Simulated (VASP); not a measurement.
# ZnO (Fm-3m) in VASP: notebook, part 2 of 2

VASP 6.6.1. Earlier steps stand in the parts before.

**3. Single point, HSE06**

The input, POSCAR:

```
ZnO
1.0
    0.0000000000      2.1337703963      2.1337703963
    2.1337703963      0.0000000000      2.1337703963
    2.1337703963      2.1337703963      0.0000000000
Zn O
1 1
Direct
    0.0000000000      0.0000000000      0.0000000000
    0.5000000000      0.5000000000      0.5000000000
```

The input, INCAR.step1:

```
  PREC = Accurate
  ENCUT = 520
  EDIFF = 1E-5
  ISMEAR = 0
  SIGMA = 0.01
  LREAL = F
  LASPH = T
  NELM = 80
  ALGO = Normal
  ISIF = 2
  LWAVE = T
  LCHARG = F
  NBANDS = 16
  GGA = PE
```

The input, INCAR.step2:

```
  PREC = Accurate
  ENCUT = 520
  EDIFF = 1E-6
  ISMEAR = 0
  SIGMA = 0.01
  LREAL = F
  LASPH = T
  NELM = 80
  ALGO = Normal
  ISIF = 2
  LWAVE = F
  LCHARG = F
  GGA = PE
  LHFCALC = T
  HFSCREEN = 0.2079
  PRECFOCK = Normal
  NBANDS = 16
  ISTART = 1
```

The input, KPOINTS:

```
regular mesh
0
Gamma
  4 4 4
```

Potentials or basis: VASP PAW PBE potentials, release 64 (Zn, O).

Started as:

```console
$ cat potpaw_PBE.64/Zn/POTCAR potpaw_PBE.64/O/POTCAR > POTCAR
$ cp INCAR.step1 INCAR
$ mpirun -np 1 vasp_std > vasp.out
$ cp INCAR.step2 INCAR
$ mpirun -np 1 vasp_std > vasp.out
```

OUTCAR:

```text
PREC = Accurate
   ENCUT = 520
   EDIFF = 1E-6
   ISMEAR = 0
   LREAL = F
   LASPH = T
   NELM = 80
   ISIF = 2
   GGA = PE
   LHFCALC = T
   HFSCREEN = 0.2079
   PRECFOCK = Normal
   ISTART = 1

 ion  position               nearest neighbor table
   1  0.000  0.000  0.000-   2 2.13   2 2.13   2 2.13   2 2.13   2 2.13   2 2.13
   2  0.500  0.500  0.500-   1 2.13   1 2.13   1 2.13   1 2.13   1 2.13   1 2.13

  LATTYP: Found a face centered cubic cell.
 ALAT       =     4.2675407926

  Lattice vectors:

 A1 = (   0.0000000000,   2.1337703963,   2.1337703963)
 A2 = (   2.1337703963,   0.0000000000,   2.1337703963)
 A3 = (   2.1337703963,   2.1337703963,   0.0000000000)

Analysis of symmetry for initial positions (statically):
=====================================================================
 Subroutine PRICEL returns:
 Original cell was already a primitive cell.

 Routine SETGRP: Setting up the symmetry group for a
 face centered cubic supercell.

 Subroutine GETGRP returns: Found 48 space group operations
 (whereof 48 operations were pure point group operations)
[... 152 lines left out ...]
  free energy    TOTEN  =       -11.07313326 eV

  energy without entropy =      -11.07313326  energy(sigma->0) =      -11.07313326

 E-fermi :   1.6155     XC(G=0): -10.0529

 val. band max:        1.5365018466   @ k =   0.5000   0.0000   0.0000
 cond. band min:       4.2392183403   @ k =   0.0000   0.0000   0.0000
 fundamental gap:      2.7027164937
 Fermi energy:         1.6155206847

 k-point     1 :       0.0000    0.0000    0.0000
  band No.  band energies     occupation
      1     -18.5661      2.00000
      2      -4.4451      2.00000
      3      -4.4451      2.00000
      4      -4.4451      2.00000
      5      -4.3191      2.00000
      6      -4.3191      2.00000
[... 129 lines left out ...]
      3      -4.8967      2.00000
      4      -4.8967      2.00000
      5      -3.9080      2.00000
      6      -3.7497      2.00000
[... 8 lines left out ...]
     15      25.0798      0.00000
     16      32.9479      0.00000

------------------------ aborting loop because EDIFF is reached ----------------------------------------

  FORCE on cell =-STRESS in cart. coord.  units (eV):
  Direction    XX          YY          ZZ          XY          YZ          ZX
  --------------------------------------------------------------------------------------
  -------------------------------------------------------------------------------------
  Total        0.2875753      0.2875753      0.2875753      0.0000000     -0.0000000      0.0000000
  in kB       23.7131401     23.7131401     23.7131401      0.0000000     -0.0000000      0.0000000
  external PRESSURE =      23.7131401 kB  Pullay stress =       0.0000000 kB

 VOLUME and BASIS-vectors are now :
 -----------------------------------------------------------------------------
  energy-cutoff  :      520.00
  volume of cell :       19.43
      direct lattice vectors                 reciprocal lattice vectors
     0.000000000  2.133770396  2.133770396    -0.234326993  0.234326993  0.234326993
     2.133770396  0.000000000  2.133770396     0.234326993 -0.234326993  0.234326993
     2.133770396  2.133770396  0.000000000     0.234326993  0.234326993 -0.234326993

 POSITION                                       TOTAL-FORCE (eV/Angst)
 -----------------------------------------------------------------------------------
      0.00000      0.00000      0.00000         0.000000     -0.000000      0.000000
      2.13377      2.13377      2.13377        -0.000000      0.000000     -0.000000
 -----------------------------------------------------------------------------------
    total drift:                                0.000001      0.000001      0.000001

  FREE ENERGIE OF THE ION-ELECTRON SYSTEM (eV)
  ---------------------------------------------------
  free  energy   TOTEN  =       -11.0731332562 eV

  energy  without entropy=      -11.0731332562  energy(sigma->0) =      -11.07313326
```

OSZICAR.step1:

```text
N       E                     dE             d eps       ncg     rms          rms(c)
DAV:   1     0.945717569055E+02    0.94572E+02   -0.91864E+03   272   0.174E+03
DAV:   2    -0.539099605843E+01   -0.99963E+02   -0.90816E+02   280   0.296E+02
DAV:   3    -0.100578170170E+02   -0.46668E+01   -0.46559E+01   288   0.647E+01
DAV:   4    -0.100815206288E+02   -0.23704E-01   -0.23703E-01   328   0.471E+00
DAV:   5    -0.100815961576E+02   -0.75529E-04   -0.75529E-04   296   0.230E-01    0.954E+00
DAV:   6    -0.857195215257E+01    0.15096E+01   -0.26565E+00   328   0.480E+01    0.647E+00
DAV:   7    -0.858605946334E+01   -0.14107E-01   -0.61899E-01   288   0.109E+01    0.362E+00
DAV:   8    -0.857270064305E+01    0.13359E-01   -0.60953E-02   272   0.228E+00    0.651E-01
DAV:   9    -0.856936799603E+01    0.33326E-02   -0.65490E-03   352   0.166E+00    0.765E-02
DAV:  10    -0.856948353299E+01   -0.11554E-03   -0.95377E-04   288   0.254E-01    0.359E-02
DAV:  11    -0.856951175925E+01   -0.28226E-04   -0.24098E-05   272   0.648E-02    0.590E-03
DAV:  12    -0.856951199719E+01   -0.23794E-06   -0.96082E-07   136   0.197E-02
   1 F= -.85695120E+01 E0= -.85695120E+01  d E =-.176842-100
```

Wall time 3.8 min (1 thread of AMD EPYC 7R43 (Zen 3), shared host); peak memory 0.21 GiB.

What came out:

```yaml
Free_energy: -11.0731 eV
Pressure: 2.4 GPa
Band_gap_on_the_k_mesh: 2.70 eV (least direct gap 3.94 eV)
```

Levels at points of the mesh, in eV from the valence-band top:
```csv
k point,band 5,band 6,band 7,band 8,band 9,band 10,band 11,band 12,band 13,band 14
"(0.00, 0.00, 0.00)",-5.86,-5.86,-1.24,-1.24,-1.24,2.70,20.06,20.06,20.06,20.25
"(0.50, 0.00, 0.00)",-5.57,-5.57,-4.32,0.00,0.00,7.25,11.67,15.04,15.04,21.66
"(0.50, 0.50, 0.00)",-5.44,-5.44,-5.17,-2.81,-2.81,6.36,13.01,13.08,18.10,18.10
```

Caveat: the k points lie up to 0.64 Å⁻¹ apart; the PAW data sets were made with another functional, which shifts forces and pressure a little.

**4. Single point, PBE-based global hybrid with 5 % exact exchange**

POSCAR is that of step 3.

The input, INCAR.step1:

```
  ALGO = Normal
  EDIFF = 1E-5
  ENCUT = 520
  GGA = PE
  ISIF = 2
  ISMEAR = 0
  LASPH = True
  LREAL = False
  LWAVE = True
  NBANDS = 16
  NELM = 80
  PREC = Accurate
  SIGMA = 0.01
```

The input, INCAR.step2:

```
  AEXX = 0.05
  ALGO = Normal
  EDIFF = 1E-6
  ENCUT = 520
  GGA = PE
  ISIF = 2
  ISMEAR = 0
  ISTART = 1
  LASPH = True
  LCHARG = True
  LELF = True
  LHFCALC = True
  LREAL = False
  LVHAR = True
  LWAVE = False
  NBANDS = 16
  NELM = 80
  PREC = Accurate
  PRECFOCK = Normal
  SIGMA = 0.01
```

The input, KPOINTS:

```
k-points
0
Gamma
  4 4 4
```

Potentials or basis: VASP PAW PBE potentials, release 64 (Zn, O).

Started as:

```console
$ cat potpaw_PBE.64/Zn/POTCAR potpaw_PBE.64/O/POTCAR > POTCAR
$ cp INCAR.step1 INCAR
$ mpirun -np 1 vasp_std > vasp.out
$ cp INCAR.step2 INCAR
$ mpirun -np 1 vasp_std > vasp.out
```

OUTCAR:

```text
AEXX = 0.05
   EDIFF = 1E-6
   ENCUT = 520
   GGA = PE
   ISIF = 2
   ISMEAR = 0
   ISTART = 1
   LASPH = True
   LHFCALC = True
   LREAL = False
   NELM = 80
   PREC = Accurate
   PRECFOCK = Normal

 ion  position               nearest neighbor table
   1  0.000  0.000  0.000-   2 2.13   2 2.13   2 2.13   2 2.13   2 2.13   2 2.13
   2  0.500  0.500  0.500-   1 2.13   1 2.13   1 2.13   1 2.13   1 2.13   1 2.13

[... 332 lines left out ...]
     16      31.9894      0.00000

------------------------ aborting loop because EDIFF is reached ----------------------------------------

  FORCE on cell =-STRESS in cart. coord.  units (eV):
  Direction    XX          YY          ZZ          XY          YZ          ZX
  --------------------------------------------------------------------------------------
  -------------------------------------------------------------------------------------
  Total        0.9182263      0.9182263      0.9182263      0.0000000     -0.0000000      0.0000000
  in kB       75.7159285     75.7159285     75.7159285      0.0000000     -0.0000000      0.0000000
  external PRESSURE =      75.7159285 kB  Pullay stress =       0.0000000 kB

 VOLUME and BASIS-vectors are now :
 -----------------------------------------------------------------------------
  energy-cutoff  :      520.00
  volume of cell :       19.43
      direct lattice vectors                 reciprocal lattice vectors
     0.000000000  2.133770396  2.133770396    -0.234326993  0.234326993  0.234326993
     2.133770396  0.000000000  2.133770396     0.234326993 -0.234326993  0.234326993
     2.133770396  2.133770396  0.000000000     0.234326993  0.234326993 -0.234326993

 POSITION                                       TOTAL-FORCE (eV/Angst)
 -----------------------------------------------------------------------------------
      0.00000      0.00000      0.00000         0.000000      0.000000      0.000000
      2.13377      2.13377      2.13377         0.000000      0.000000      0.000000
 -----------------------------------------------------------------------------------
    total drift:                                0.000000      0.000000      0.000000

  FREE ENERGIE OF THE ION-ELECTRON SYSTEM (eV)
  ---------------------------------------------------
  free  energy   TOTEN  =        -9.1774321896 eV

  energy  without entropy=       -9.1774321896  energy(sigma->0) =       -9.17743219
```

OUTCAR.step1:

```text
EDIFF = 1E-5
   ENCUT = 520
   GGA = PE
   ISIF = 2
   ISMEAR = 0
[... 355 lines left out ...]
 -----------------------------------------------------------------------------------
      0.00000      0.00000      0.00000        -0.000000      0.000000     -0.000000
      2.13377      2.13377      2.13377         0.000000     -0.000000      0.000000
 -----------------------------------------------------------------------------------
    total drift:                                0.000000     -0.000000     -0.000000

  FREE ENERGIE OF THE ION-ELECTRON SYSTEM (eV)
  ---------------------------------------------------
  free  energy   TOTEN  =        -8.5695119972 eV

  energy  without entropy=       -8.5695119972  energy(sigma->0) =       -8.56951200
```

Wall time 2.7 min (1 thread of AMD EPYC 7R43 (Zen 3), shared host); peak memory 0.11 GiB.

What came out:

* Free energy: -9.1774 eV
* Pressure: 7.6 GPa
* Band gap on the k mesh: 1.41 eV (least direct gap 2.77 eV)

Levels at points of the mesh, in eV from the valence-band top:
```tsv
k point	band 5	band 6	band 7	band 8	band 9	band 10	band 11	band 12	band 13	band 14
(0.00, 0.00, 0.00)	-4.92	-4.92	-1.36	-1.36	-1.36	1.41	18.58	18.58	18.58	18.86
(0.50, 0.00, 0.00)	-4.69	-4.69	-3.79	0.00	0.00	5.94	9.82	13.43	13.43	19.98
(0.50, 0.50, 0.00)	-4.57	-4.57	-4.26	-2.84	-2.84	4.80	11.35	11.77	16.16	16.16
```

Caveat: the k points lie up to 0.64 Å⁻¹ apart; the PAW data sets were made with another functional, which shifts forces and pressure a little. A k mesh can miss the band edges.

**5. Overview**

```csv
level,k mesh,grid for exact exchange (PRECFOCK),share of exact exchange,screening parameter,gap on the mesh (eV),pressure (GPa)
r2SCAN,8 × 8 × 8,-,-,-,1.55,1.5
HSE06,4 × 4 × 4,Normal,0.25,0.2079 1/Å,2.70,2.4
PBE-based global hybrid with 5 % exact exchange,4 × 4 × 4,Normal,0.05,-,1.41,7.6
```

Alike in all rows: task single point; potentials or basis VASP PAW PBE potentials, release 64 (Zn, O); no spin polarisation; cell as given; cutoff (eV) 520; smearing gaussian 0.01 eV.

Caveats: some runs use coarse meshes; the PAW data sets were made with another functional, which shifts forces and pressure a little.

Absolute energies hang on the potentials; compare differences alone.
